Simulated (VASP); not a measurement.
Input of a VASP 6.6.1 run:

File INCAR:

```
SYSTEM = Na7Bi
PREC = Accurate
ENCUT = 600
EDIFF = 1E-6
ISMEAR = 0
SIGMA = 0.1
LREAL = .FALSE.
LASPH = .TRUE.
NELM = 60
ALGO = Fast
ISIF = 3
LWAVE = .FALSE.
LCHARG = .FALSE.
GGA = PE
IBRION = 2
NSW = 100
EDIFFG = -0.01
```

KPOINTS

```
Automatic mesh
0
G
  6 6 6
  0 0 0
```

POSCAR

```
Na7Bi
1.0
    0.0000000000      5.1002847327      5.1002847327
    5.1002847327      0.0000000000      5.1002847327
    5.1002847327      5.1002847327      0.0000000000
Na Bi
7 1
Direct
    0.5000000000      0.0000000000      0.0000000000
    0.0000000000      0.5000000000      0.5000000000
    0.0000000000      0.5000000000      0.0000000000
    0.5000000000      0.0000000000      0.5000000000
    0.0000000000      0.0000000000      0.5000000000
    0.5000000000      0.5000000000      0.0000000000
    0.5000000000      0.5000000000      0.5000000000
    0.0000000000      0.0000000000      0.0000000000
```

Potentials or basis: VASP PAW PBE potentials, release 64 (Na_pv, Bi_d).

Command:

```console
$ cat potpaw_PBE.64/Na_pv/POTCAR potpaw_PBE.64/Bi_d/POTCAR > POTCAR
$ mpirun -np 1 vasp_std > vasp.out
```

What does it give for the space group after relaxing (to 0.1 Å)?

Fm-3m (No. 225).

Estimate the relaxed cell.

a = 7.186 Å, b = 7.186 Å, c = 7.186 Å, α = 60.00°, β = 60.00°, γ = 60.00°.

Step by step:
```tsv
step	energy change (eV)	largest force (eV/Å)	pressure (GPa)	volume (Å³)
1	0.0000	0.0000	-0.13	265.35
2	-0.0007	0.0000	-0.09	264.32
3	-0.0012	0.0000	0.00	262.34
```
